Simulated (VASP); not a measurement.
# Mg2CdSe3 (P3m1) in VASP: further runs, part 3 of 3

VASP 6.6.1. The steps go on from the part before.

## (6) Relaxation of shape and atoms at fixed volume, PBE (volume scaled by 1.03)

The input, INCAR:

```
SYSTEM = Mg2CdSe3
ALGO = Normal
EDIFF = 1E-6
EDIFFG = -0.01
ENCUT = 600
GGA = PE
IBRION = 2
ISIF = 4
ISMEAR = 0
LASPH = .True.
LCHARG = .False.
LREAL = .False.
LWAVE = .False.
NELM = 80
NSW = 50
PREC = Accurate
SIGMA = 0.02
```

The input, KPOINTS:

```
k-points
0
Gamma
  6 6 4
  0 0 0
```

The input, POSCAR:

```
Mg2CdSe3
1.0
    4.3334669091      0.0000000000      0.0000000000
   -2.1667334545      3.7528924297      0.0000000000
    0.0000000000      0.0000000000     10.5854658606
Mg Cd Se
2 1 3
Direct
    0.6666666667      0.3333333333      0.3352050000
    0.3333333333      0.6666666667      0.6620310000
    0.0000000000      0.0000000000      0.0022600000
    0.0000000000      0.0000000000      0.2576430000
    0.6666666667      0.3333333333      0.5832290000
    0.3333333333      0.6666666667      0.9096310000
```

Potentials or basis: VASP PAW PBE potentials, release 64 (Mg, Cd, Se).

The run is started by

```bash
$ cat potpaw_PBE.64/Mg/POTCAR potpaw_PBE.64/Cd/POTCAR potpaw_PBE.64/Se/POTCAR > POTCAR
$ mpirun -np 1 vasp_std > vasp.out
```

OUTCAR:

```text
SYSTEM = Mg2CdSe3
   EDIFF = 1E-6
   EDIFFG = -0.01
   ENCUT = 600
   GGA = PE
   IBRION = 2
   ISIF = 4
   ISMEAR = 0
   LASPH = .True.
   LREAL = .False.
   NELM = 80
   NSW = 50
   PREC = Accurate

 ion  position               nearest neighbor table
   1  0.667  0.333  0.335-   5 2.63   4 2.63   4 2.63   4 2.63
   2  0.333  0.667  0.662-   6 2.62   5 2.64   5 2.64   5 2.64
   3  0.000  0.000  0.002-   6 2.69   6 2.69   6 2.69   4 2.70
   4  0.000  0.000  0.258-   1 2.63   1 2.63   1 2.63   3 2.70
   5  0.667  0.333  0.583-   1 2.63   2 2.64   2 2.64   2 2.64
   6  0.333  0.667  0.910-   2 2.62   3 2.69   3 2.69   3 2.69

  LATTYP: Found a hexagonal cell.
 ALAT       =     4.3334669091
 C/A-ratio  =     2.4427245166

  Lattice vectors:

 A1 = (   4.3334669091,   0.0000000000,   0.0000000000)
 A2 = (  -2.1667334545,   3.7528924297,   0.0000000000)
 A3 = (   0.0000000000,   0.0000000000,  10.5854658606)

Analysis of symmetry for initial positions (statically):
=====================================================================
 Subroutine PRICEL returns:
 Original cell was already a primitive cell.

 Routine SETGRP: Setting up the symmetry group for a
 hexagonal supercell.

 Subroutine GETGRP returns: Found  6 space group operations
 (whereof  6 operations were pure point group operations)
 out of a pool of 24 trial point group operations.

The static configuration has the point symmetry C_3v.

Analysis of symmetry for dynamics (positions and initial velocities):
=====================================================================
 Subroutine PRICEL returns:
 Original cell was already a primitive cell.

 Routine SETGRP: Setting up the symmetry group for a
 hexagonal supercell.
[... 188 lines left out ...]
      0.00000      0.00000      2.72727         0.000000     -0.000000      0.010332
      2.16673      1.25096      6.17375        -0.000000     -0.000000     -0.011011
     -0.00000      2.50193      9.62887         0.000000     -0.000000     -0.003765
 -----------------------------------------------------------------------------------
    total drift:                               -0.000000     -0.000000     -0.001161

  FREE ENERGIE OF THE ION-ELECTRON SYSTEM (eV)
  ---------------------------------------------------
  free  energy   TOTEN  =       -20.4931563800 eV

  energy  without entropy=      -20.4931563800  energy(sigma->0) =      -20.49315638

--------------------------------------- Ionic step        2  -------------------------------------------

 number of electron      33.9999999 magnetization

 Free energy of the ion-electron system (eV)
  ---------------------------------------------------
  ext. energy  EPLUGINS =         0.00000000
  ---------------------------------------------------
  free energy    TOTEN  =       -20.49318498 eV

  energy without entropy =      -20.49318498  energy(sigma->0) =      -20.49318498

 E-fermi :   0.7131     XC(G=0):  -8.1708

 val. band max:        0.5868961004   @ k =   0.0000   0.0000   0.0000
 cond. band min:       1.9879207918   @ k =   0.0000   0.0000   0.0000
 fundamental gap:      1.4010246913
 Fermi energy:         0.7131033016

 k-point     1 :       0.0000    0.0000    0.0000
  band No.  band energies     occupation
      1     -11.3480      2.00000
      2     -11.0975      2.00000
      3     -10.9365      2.00000
      4      -6.8956      2.00000
      5      -6.8956      2.00000
      6      -6.7254      2.00000
[... 565 lines left out ...]
     20       5.7204      0.00000
     21       5.9210      0.00000

------------------------ aborting loop because EDIFF is reached ----------------------------------------

  FORCE on cell =-STRESS in cart. coord.  units (eV):
  Direction    XX          YY          ZZ          XY          YZ          ZX
  --------------------------------------------------------------------------------------
  -------------------------------------------------------------------------------------
  Total       -1.3211894     -1.3211894     -1.2981990     -0.0000000     -0.0000000      0.0000000
  in kB      -12.2960069    -12.2960069    -12.0820402     -0.0000000     -0.0000000      0.0000000
  external PRESSURE =     -12.2246846 kB  Pullay stress =       0.0000000 kB

 VOLUME and BASIS-vectors are now :
 -----------------------------------------------------------------------------
  energy-cutoff  :      600.00
  volume of cell :      172.15
      direct lattice vectors                 reciprocal lattice vectors
     4.333250290 -0.000000000 -0.000000000     0.230773653  0.133237231  0.000000000
    -2.166625145  3.752704832  0.000000000     0.000000000  0.266474462  0.000000000
     0.000000000  0.000000000 10.586524222     0.000000000  0.000000000  0.094459709

 POSITION                                       TOTAL-FORCE (eV/Angst)
 -----------------------------------------------------------------------------------
      2.16663      1.25090      3.54922         0.000000      0.000000      0.008359
     -0.00000      2.50180      7.00903         0.000000      0.000000      0.005193
      0.00000      0.00000      0.02315        -0.000000     -0.000000     -0.008142
     -2.16663      3.75270      2.72804         0.000000     -0.000000      0.004081
      2.16663      1.25090      6.17384         0.000000     -0.000000     -0.006033
     -0.00000      2.50180      9.62965        -0.000000      0.000000     -0.003458
 -----------------------------------------------------------------------------------
    total drift:                               -0.000000     -0.000000      0.000473

  FREE ENERGIE OF THE ION-ELECTRON SYSTEM (eV)
  ---------------------------------------------------
  free  energy   TOTEN  =       -20.4931849809 eV

  energy  without entropy=      -20.4931849809  energy(sigma->0) =      -20.49318498

 reached required accuracy - stopping structural energy minimisation
```

Run time: 4 min. Hardware: 1 thread of AMD EPYC 7R13, shared host; peak memory 0.39 GiB.

What came out:

- Free energy: -20.4932 eV
- Energy gained by relaxing: 0.0 meV/atom
- Ionic steps: 2
- Pressure after relaxing: -1.2 GPa
- Largest force after relaxing: 0.008 eV/Å
- Band gap on the k mesh: 1.40 eV, direct

Forces in eV/Å, atoms in the order of the input:
```
Mg   0.000  0.000  0.008
Mg   0.000  0.000  0.005
Cd   0.000  0.000 -0.008
Se   0.000  0.000  0.004
Se   0.000  0.000 -0.006
Se   0.000  0.000 -0.003
```

Final structure:
```cif
data_structure
_symmetry_space_group_name_H-M 'P 1'
_symmetry_Int_Tables_number 1
_cell_length_a 4.3333
_cell_length_b 4.3333
_cell_length_c 10.5865
_cell_angle_alpha 90.000
_cell_angle_beta 90.000
_cell_angle_gamma 120.000
_cell_volume 172.15
loop_
_atom_site_label
_atom_site_type_symbol
_atom_site_fract_x
_atom_site_fract_y
_atom_site_fract_z
_atom_site_occupancy
Mg1 Mg 0.66667 0.33333 0.33526 1
Mg2 Mg 0.33333 0.66667 0.66207 1
Cd1 Cd 0.00000 0.00000 0.00219 1
Se1 Se 0.00000 0.00000 0.25769 1
Se2 Se 0.66667 0.33333 0.58318 1
Se3 Se 0.33333 0.66667 0.90961 1
```

Levels at points of the mesh, in eV from the valence-band top:
| k point | band 14 | band 15 | band 16 | band 17 | band 18 | band 19 | band 20 | band 21 |
| --- | --- | --- | --- | --- | --- | --- | --- | --- |
| (0.00, 0.00, 0.00) | -0.65 | -0.23 | 0.00 | 0.00 | 1.40 | 3.10 | 3.49 | 6.19 |
| (0.50, 0.00, 0.00) | -1.41 | -1.24 | -1.02 | -0.76 | 3.15 | 3.57 | 4.24 | 4.31 |
| (0.00, 0.00, 0.50) | -0.61 | -0.61 | -0.02 | -0.02 | 2.22 | 2.86 | 3.38 | 5.87 |
| (0.50, 0.00, 0.50) | -1.39 | -1.25 | -0.68 | -0.63 | 3.03 | 3.64 | 3.89 | 4.76 |

## (7) Overview

| task | cell | cutoff (eV) | gap on the mesh (eV) | pressure (GPa) | largest force (eV/Å) |
| --- | --- | --- | --- | --- | --- |
| single point | a = 4.374, b = 4.374, c = 10.691 Å, angles 90.0, 90.0, 120.0°, 6 atoms | 520 | 1.33 | -2.3 | 0.03 |
| single point | a = 4.428, b = 4.428, c = 10.825 Å, angles 90.0, 90.0, 120.0°, 6 atoms | 520 | 1.23 | -3.5 | 0.03 |
| relaxation of shape and atoms at fixed volume | relaxed from a = 4.248, b = 4.248, c = 10.376 Å, angles 90.0, 90.0, 120.0°, 6 atoms | 600 | 1.56 | 1.5 | - |
| relaxation of cell and atoms | relaxed from a = 4.291, b = 4.291, c = 10.482 Å, angles 90.0, 90.0, 120.0°, 6 atoms | 600 | 1.48 | 0.0 | 0.01 |
| relaxation of shape and atoms at fixed volume | relaxed from a = 4.333, b = 4.333, c = 10.585 Å, angles 90.0, 90.0, 120.0°, 6 atoms | 600 | 1.40 | -1.2 | 0.01 |

Alike in all rows: level PBE; potentials or basis VASP PAW PBE potentials, release 64 (Mg, Cd, Se); no spin polarisation; k mesh 6 × 6 × 4; smearing gaussian 0.02 eV.

Total energies depend on the potentials used, so only differences within one code and one set of settings carry meaning.
